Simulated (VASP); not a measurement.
# LiNbO3 (Pm-3m) in VASP: relaxation of cell and atoms with r2SCAN

Aim: the relaxation of cell and atoms of LiNbO3 with r2SCAN.

All numbers are computed with VASP 6.6.1; they aren't measurements. Logs are shortened: lines on timing, memory, paths and dates and some standing lists are left out, and cuts for length are marked.

## 1. The cell of the first run

It takes space group Pm-3m (No. 221, cubic). Conventional cell: a = 3.411 Å, b = 3.411 Å, c = 3.411 Å, α = 90.00°, β = 90.00°, γ = 90.00°. Within 2.3 Å of Li (site symmetry m-3m) lie 6 O at 1.71 Å. Nb (site symmetry m-3m) has 12 O at 2.41 Å and 8 Li at 2.95 Å within 3.2 Å. Within 2.3 Å of O (site symmetry 4/mmm) lie 2 Li at 1.71 Å.

## 2. Relaxation of cell and atoms, r2SCAN

Contents of POSCAR:

```
LiNbO3
1.0
    3.4113426828      0.0000000000      0.0000000000
    0.0000000000      3.4113426828      0.0000000000
    0.0000000000      0.0000000000      3.4113426828
Li Nb O
1 1 3
Direct
    0.5000000000      0.5000000000      0.5000000000
    0.0000000000      0.0000000000      0.0000000000
    0.0000000000      0.5000000000      0.5000000000
    0.5000000000      0.0000000000      0.5000000000
    0.5000000000      0.5000000000      0.0000000000
```

Contents of INCAR.step1:

```
SYSTEM = LiNbO3
  PREC = Accurate
  ENCUT = 600
  ISMEAR = 0
  SIGMA = 0.1
  LREAL = .FALSE.
  LASPH = .TRUE.
  NELM = 60
  GGA = PE
  ALGO = Normal
  EDIFF = 1E-4
  LWAVE = .TRUE.
  LCHARG = .FALSE.
```

Contents of INCAR.step2:

```
SYSTEM = LiNbO3
  PREC = Accurate
  ENCUT = 600
  EDIFF = 1E-6
  ISMEAR = 0
  SIGMA = 0.1
  LREAL = .FALSE.
  LASPH = .TRUE.
  NELM = 60
  ALGO = Normal
  ISIF = 3
  LWAVE = .FALSE.
  LCHARG = .FALSE.
  METAGGA = R2SCAN
  LMIXTAU = .TRUE.
  IBRION = 2
  NSW = 100
  EDIFFG = -0.01
  ISTART = 1
```

Contents of KPOINTS:

```
regular mesh
0
G
  12 12 12
  0 0 0
```

Potentials or basis: VASP PAW PBE potentials, release 64 (Li_sv, Nb_sv, O).

Started as:

```sh
cat potpaw_PBE.64/Li_sv/POTCAR potpaw_PBE.64/Nb_sv/POTCAR potpaw_PBE.64/O/POTCAR > POTCAR
cp INCAR.step1 INCAR
mpirun -np 1 vasp_std > vasp.out
cp INCAR.step2 INCAR
mpirun -np 1 vasp_std > vasp.out
```

OUTCAR:

```text
SYSTEM = LiNbO3
   PREC = Accurate
   ENCUT = 600
   EDIFF = 1E-6
   ISMEAR = 0
   LREAL = .FALSE.
   LASPH = .TRUE.
   NELM = 60
   ISIF = 3
   METAGGA = R2SCAN
   IBRION = 2
   NSW = 100
   EDIFFG = -0.01
   ISTART = 1

 ion  position               nearest neighbor table
   1  0.500  0.500  0.500-   3 1.71   4 1.71   5 1.71   5 1.71   4 1.71   3 1.71
   2  0.000  0.000  0.000-   3 2.41   4 2.41   5 2.41   3 2.41   4 2.41   3 2.41   5 2.41   3 2.41
                             4 2.41   5 2.41   4 2.41   5 2.41
   3  0.000  0.500  0.500-   1 1.71   1 1.71   2 2.41   2 2.41   2 2.41   2 2.41
   4  0.500  0.000  0.500-   1 1.71   1 1.71   2 2.41   2 2.41   2 2.41   2 2.41
   5  0.500  0.500  0.000-   1 1.71   1 1.71   2 2.41   2 2.41   2 2.41   2 2.41

  LATTYP: Found a simple cubic cell.
 ALAT       =     3.4113426828

  Lattice vectors:

 A1 = (   3.4113426828,   0.0000000000,   0.0000000000)
 A2 = (   0.0000000000,   3.4113426828,   0.0000000000)
 A3 = (   0.0000000000,   0.0000000000,   3.4113426828)

Analysis of symmetry for initial positions (statically):
=====================================================================
 Subroutine PRICEL returns:
 Original cell was already a primitive cell.

 Routine SETGRP: Setting up the symmetry group for a
 simple cubic supercell.

 Subroutine GETGRP returns: Found 48 space group operations
 (whereof 48 operations were pure point group operations)
 out of a pool of 48 trial point group operations.

The static configuration has the point symmetry O_h .

Analysis of symmetry for dynamics (positions and initial velocities):
=====================================================================
 Subroutine PRICEL returns:
 Original cell was already a primitive cell.

 Routine SETGRP: Setting up the symmetry group for a
 simple cubic supercell.

 Subroutine GETGRP returns: Found 48 space group operations
 (whereof 48 operations were pure point group operations)
 out of a pool of 48 trial point group operations.

The dynamic configuration has the point symmetry O_h .

 Subroutine INISYM returns: Found 48 space group operations
 (whereof 48 operations are pure point group operations),
 and found     1 'primitive' translations

----------------------------------------------------------------------------------------

                                     Primitive cell

  volume of cell :      39.6987

  direct lattice vectors                    reciprocal lattice vectors
     3.411342683  0.000000000  0.000000000     0.293139709  0.000000000  0.000000000
     0.000000000  3.411342683  0.000000000     0.000000000  0.293139709  0.000000000
     0.000000000  0.000000000  3.411342683     0.000000000  0.000000000  0.293139709

  length of vectors
     3.411342683  3.411342683  3.411342683     0.293139709  0.293139709  0.293139709

  position of ions in fractional coordinates (direct lattice)
     0.500000000  0.500000000  0.500000000
     0.000000000  0.000000000  0.000000000
     0.000000000  0.500000000  0.500000000
     0.500000000  0.000000000  0.500000000
     0.500000000  0.500000000  0.000000000

  ion indices of the primitive-cell ions
   primitive index   ion index
                 1           1
                 2           2
                 3           3
                 4           4
                 5           5

----------------------------------------------------------------------------------------

 KPOINTS: regular mesh

Automatic generation of k-mesh.
 Grid dimensions read from file:
 generate k-points for:   12   12   12

 Generating k-lattice:

  Cartesian coordinates                     Fractional coordinates (reciprocal lattice)
     0.024428309  0.000000000  0.000000000     0.083333333  0.000000000  0.000000000
     0.000000000  0.024428309  0.000000000     0.000000000  0.083333333  0.000000000
     0.000000000  0.000000000  0.024428309     0.000000000  0.000000000  0.083333333

  Length of vectors
     0.024428309  0.024428309  0.024428309

  Shift w.r.t. Gamma in fractional coordinates (k-lattice)
     0.000000000  0.000000000  0.000000000

 Subroutine IBZKPT returns following result:
 ===========================================

 Found     84 irreducible k-points:

 Following reciprocal coordinates:
            Coordinates               Weight
  0.000000  0.000000  0.000000      1.000000
  0.083333  0.000000  0.000000      6.000000
  0.166667  0.000000  0.000000      6.000000
  0.250000  0.000000  0.000000      6.000000
  0.333333  0.000000  0.000000      6.000000
  0.416667  0.000000  0.000000      6.000000
[... 16 lines left out ...]
  0.333333  0.333333  0.000000     12.000000
  0.416667  0.333333  0.000000     24.000000
 [... further k-points ...]
   k-points           NKPTS =     84   k-points in BZ     NKDIM =     84   number of bands    NBANDS=     21
   number of dos      NEDOS =    301   number of ions     NIONS =      5
   total plane-waves  NPLWV =  21952
   dimension x,y,z NGX =    28 NGY =   28 NGZ =   28
   dimension x,y,z NGXF=    56 NGYF=   56 NGZF=   56
   ions per type =               1   1   3
   NGX,Y,Z   is equivalent  to a cutoff of  13.65, 13.65, 13.65 a.u.
   NGXF,Y,Z  is equivalent  to a cutoff of  27.29, 27.29, 27.29 a.u.
 SYSTEM =  LiNbO3
   PREC   = accura    normal or accurate (medium, high low for compatibility)
   ISTART =      1    job   : 0-new  1-cont  2-samecut
   ICHARG =      0    charge: 1-file 2-atom 10-const
   ISPIN  =      1    spin polarized calculation?
   LNONCOLLINEAR =      F non collinear calculations
   LSORBIT =      F    spin-orbit coupling
   LASPH  =      T    aspherical Exc in radial PAW
   ENCUT  =  600.0 eV  44.10 Ry    6.64 a.u.   6.81  6.81  6.81*2*pi/ulx,y,z
   NELM   =     60;   NELMIN=  2; NELMDL=  0     # of ELM steps
   EDIFF  = 0.1E-05   stopping-criterion for ELM
   LREAL  =      F    real-space projection
   EDIFFG = -.1E-01   stopping-criterion for IOM
   NSW    =    100    number of steps for IOM
   IBRION =      2    ionic relax: 0-MD 1-quasi-New 2-CG
   NFREE  =      1    steps in history (QN), initial steepest desc. (CG)
   ISIF   =      3    stress and relaxation
   ISYM   =      2    0-nonsym 1-usesym 2-fastsym
   POTIM  = 0.5000    time-step for ionic-motion
   TEBEG  =    0.0;   TEEND  =   0.0 temperature during run
   PSTRESS=    0.0 pullay stress
   NELECT =      34.0000    total number of electrons
   NUPDOWN=      -1.0000    fix difference up-down
   EMIN   =  10.00;   EMAX   =-10.00  energy-range for DOS
   EFERMI =   0.00;   METHOD = LEGACY
   ISMEAR =     0;   SIGMA  =   0.10  broadening in eV -4-tet -1-fermi 0-gaus
   EFERMI_NEDOS =   21; number of points for ismear=-14 and -15
   IALGO  =     38    algorithm
   IMIX   =      4    mixing-type and parameters
     AMIX     =   0.40;   BMIX     =  1.00
     AMIX_MAG =   1.60;   BMIX_MAG =  1.00
  volume/ion in A,a.u.               =       7.94        53.58
  Fermi-wavevector in a.u.,A,eV,Ry     =   1.554685  2.937929 32.885907  2.417046
  Thomas-Fermi vector in A             =   2.658735
   LORBIT       =      0    0 simple, 1 ext, 2 COOP (PROOUT), +10 PAW based schemes
   METAGGA = R2SCAN    functional components
   LHFCALC =     F    Hartree Fock is set to
   AEXX    =    0.0000 exact exchange contribution
   IVDW    =     0    specifies the selected vdW correction
   LEPSILON=     F    determine dielectric tensor
   LRPA    =     F    only Hartree local field effects (RPA)
 conjugate gradient relaxation of ions
 non-spin polarized calculation
 Gauss-broadening in eV      SIGMA  =   0.10
  energy-cutoff  :      600.00
  volume of cell :       39.70
 maximum number of plane-waves:      1357
 NGX is ok and might be reduce to    28
   NGX = 13   NGY = 13   NGZ = 13

--------------------------------------- Ionic step        1  -------------------------------------------

 number of electron      33.9999972 magnetization

 Free energy of the ion-electron system (eV)
  ---------------------------------------------------
  ext. energy  EPLUGINS =         0.00000000
  ---------------------------------------------------
  free energy    TOTEN  =       -51.75081000 eV

  energy without entropy =      -51.74121863  energy(sigma->0) =      -51.74601432

------------------------ aborting loop because EDIFF is reached ----------------------------------------

  FORCE on cell =-STRESS in cart. coord.  units (eV):
  Direction    XX          YY          ZZ          XY          YZ          ZX
  --------------------------------------------------------------------------------------
  -------------------------------------------------------------------------------------
  Total        0.3658399      0.3658399      0.3658399     -0.0000000      0.0000000      0.0000000
  in kB       14.7647323     14.7647323     14.7647323     -0.0000000      0.0000000      0.0000000
  external PRESSURE =      14.7647323 kB  Pullay stress =       0.0000000 kB
[... 102 lines left out ...]
  energy  without entropy=      -51.7425290778  energy(sigma->0) =      -51.74738157

--------------------------------------- Ionic step        4  -------------------------------------------

 number of electron      33.9999973 magnetization

 Free energy of the ion-electron system (eV)
  ---------------------------------------------------
  ext. energy  EPLUGINS =         0.00000000
  ---------------------------------------------------
  free energy    TOTEN  =       -51.75220646 eV

  energy without entropy =      -51.74252085  energy(sigma->0) =      -51.74736365

 E-fermi :   8.5267     XC(G=0): -13.6074

 val. band max:        8.5261020488   @ k =   0.5000   0.4167   0.2500
 cond. band min:       8.5293919449   @ k =   0.5000   0.4167   0.3333
 fundamental gap:      0.0032898961
 Fermi energy:         8.5267082483

 k-point     1 :       0.0000    0.0000    0.0000
  band No.  band energies     occupation
      1     -50.7993      2.00000
      2     -34.4683      2.00000
      3     -25.8319      2.00000
      4     -25.8319      2.00000
      5     -25.8319      2.00000
      6     -11.9990      2.00000
[... 550 lines left out ...]
      5     -25.7997      2.00000
      6     -10.6025      2.00000
[... 13 lines left out ...]
     20      11.1196      0.00000
     21      11.6192      0.00000

 [... further k-points ...]

------------------------ aborting loop because EDIFF is reached ----------------------------------------

  FORCE on cell =-STRESS in cart. coord.  units (eV):
  Direction    XX          YY          ZZ          XY          YZ          ZX
  --------------------------------------------------------------------------------------
  -------------------------------------------------------------------------------------
  Total       -0.0026206     -0.0026206     -0.0026206      0.0000000     -0.0000000      0.0000000
  in kB       -0.1051435     -0.1051435     -0.1051435      0.0000000     -0.0000000      0.0000000
  external PRESSURE =      -0.1051435 kB  Pullay stress =       0.0000000 kB
[... 20 lines left out ...]
  FREE ENERGIE OF THE ION-ELECTRON SYSTEM (eV)
  ---------------------------------------------------
  free  energy   TOTEN  =       -51.7522064614 eV

  energy  without entropy=      -51.7425208451  energy(sigma->0) =      -51.74736365

 reached required accuracy - stopping structural energy minimisation
```

It took 14 min on 1 thread of Intel Xeon Platinum 8488C (Sapphire Rapids), shared host; peak memory 0.23 GiB.

What came out:

* Free energy: -51.7522 eV
* Relaxed volume: 7.99 Å³/atom
* Relaxed cell: a = 3.418 Å, b = 3.418 Å, c = 3.418 Å, α = 90.00°, β = 90.00°, γ = 90.00°
* Space group after relaxing (to 0.1 Å): Pm-3m (No. 221)
* Energy gained by relaxing: 0.3 meV/atom
* Ionic steps: 4
* Pressure after relaxing: 0.0 GPa
* Band gap on the k mesh: zero (bands 17 and 18 overlap by 0.47 eV)

Step by step:
```
step  energy change (eV)  largest force (eV/Å)  pressure (GPa)  volume (Å³)
   1              0.0000                0.0000            1.48        39.70
   2             -0.0010                0.0000           -1.16        40.12
   3             -0.0014                0.0000           -0.31        39.98
   4             -0.0014                0.0000           -0.01        39.93
```

Final structure:
```
Li Nb O
1.0
     3.41804    0.00000    0.00000
     0.00000    3.41804    0.00000
     0.00000    0.00000    3.41804
Li Nb O
1 1 3
Direct
  0.50000 0.50000 0.50000
  0.00000 0.00000 0.00000
  0.00000 0.50000 0.50000
  0.50000 0.00000 0.50000
  0.50000 0.50000 0.00000
```

Caveat: the cutoff is under 1.25 times the usual one of these potentials, so pressure, stress and relaxed cells hold a basis-set (Pulay) error; the PAW data sets were made with another functional, which shifts forces and pressure a little.
